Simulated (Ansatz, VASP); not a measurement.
AlNi in VASP and in Ansatz

File POSCAR:

```
AlNi
1.0
    2.0466156511     -2.0619187610      0.0000000000
    2.0466156511      2.0619187610      0.0000000000
    0.0000000000      0.0000000000      2.7811716172
Al Ni
1 1
Direct
    0.0000000000      0.0000000000      0.0000000000
    0.5000000000      0.5000000000      0.5000000000
```

File INCAR.step1:

```
SYSTEM = AlNi
PREC     = Accurate       ! precision mode
ENCUT    = 520            ! plane-wave cutoff, eV
ISMEAR   = 0              ! smearing method
SIGMA    = 0.15           ! smearing width, eV
LREAL    = .FALSE.        ! projectors in reciprocal space
LASPH    = .TRUE.         ! aspherical terms in the spheres
NELM     = 60             ! most SCF steps
NBANDS   = 14             ! bands
GGA      = PE             ! functional
ALGO     = Normal         ! electronic algorithm
EDIFF    = 1E-4           ! SCF threshold, eV
LWAVE    = .TRUE.         ! write WAVECAR
LCHARG   = .FALSE.        ! write CHGCAR
```

The input INCAR.step2:

```
SYSTEM = AlNi
PREC     = Accurate       ! precision mode
ENCUT    = 520            ! plane-wave cutoff, eV
EDIFF    = 1E-7           ! SCF threshold, eV
ISMEAR   = 0              ! smearing method
SIGMA    = 0.15           ! smearing width, eV
LREAL    = .FALSE.        ! projectors in reciprocal space
LASPH    = .TRUE.         ! aspherical terms in the spheres
NELM     = 60             ! most SCF steps
ALGO     = Normal         ! electronic algorithm
ISIF     = 2              ! what is computed and relaxed
LWAVE    = .FALSE.        ! write WAVECAR
LCHARG   = .TRUE.         ! write CHGCAR
METAGGA  = R2SCAN         ! meta-GGA
LMIXTAU  = .TRUE.       
LELF     = .TRUE.         ! ELF
LVHAR    = .TRUE.       
NBANDS   = 14             ! bands
ISTART   = 1
```

The input KPOINTS:

```
Automatic mesh
0
G
  20 20 18
  0 0 0
```

Input for Ansatz:

```yaml
crystal:
  lattice:
    - [2.0466156511, -2.061918761, 0.0]
    - [2.0466156511, 2.061918761, 0.0]
    - [0.0, 0.0, 2.7811716172]
  atoms:
    - { symbol: Al, position: [0.0, 0.0, 0.0] }
    - { symbol: Ni, position: [0.5, 0.5, 0.5] }
basis:
  ecutwfc: 500
kpoints:
  mp_grid: { grid: [20, 20, 18] }
hamiltonian:
  xc: r2scan
scf:
  occupations: { method: gaussian, width: 0.15 }
output:
  forces: true
  stress: true
  eigenvalues: true
```

Alike in both runs: task single point; functional r2SCAN; k mesh 20 × 20 × 18; occupations gaussian, width 0.15 eV; no spin polarisation.

|  | VASP | Ansatz |
| --- | --- | --- |
| version | VASP 6.6.1 | Ansatz 0.2.0 |
| potentials or method | VASP PAW PBE potentials, release 64 (Al, Ni), cutoff 520 eV | scalar-relativistic, plane waves, PAW |
| valence electrons in the cell | 13 | 21 |

Ansatz gave:

| Property | Result |
| --- | --- |
| gap on the k mesh at the Fermi level (eV) | none |
| pressure (GPa) | 0.1 |
| traceless stress, the component that is largest in VASP (GPa) | 2.93 |

Problem. What did VASP give for the same quantities?

Solution. gap on the k mesh at the Fermi level (eV): none; pressure (GPa): -0.1; traceless stress, the component that is largest in VASP (GPa): 3.00.

VASP's potentials were made for PBE, not for r2SCAN. A gap of «none» marks a metal or a gap that the smearing closes. VASP's potentials hold 13 valence electrons a cell and Ansatz's 21, so a difference there can come from the potentials and not from the codes.
